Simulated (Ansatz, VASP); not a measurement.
# One calculation of Be, two programs

```
Be
1.0
     3.57040    0.00000    0.00000
    -1.78520    3.09206    0.00000
     0.00000    0.00000    2.19181
Be
3
Direct
  0.00000 0.00000 0.00000
  0.33333 0.66667 0.50000
  0.66667 0.33333 0.50000
```

Change from the starting cell: volume scaled by 1, crystal datasets.

Alike in both runs: task single point; functional PBE; k mesh 10 × 10 × 14; occupations fermi-dirac, width 0.08 eV; no spin polarisation.

|  | VASP | Ansatz |
| --- | --- | --- |
| version | VASP 6.6.1 | Ansatz 0.2.0 |
| potentials or method | VASP PAW PBE potentials, release 64 (Be), cutoff 520 eV | all-electron PAW with datasets made for the crystal, scalar-relativistic |

|  | VASP | Ansatz | Ansatz less VASP |
| --- | --- | --- | --- |
| pressure (GPa) | 0.1 | 0.0 | -0.16 |

Ansatz ran all-electron here, and VASP with PAW potentials.
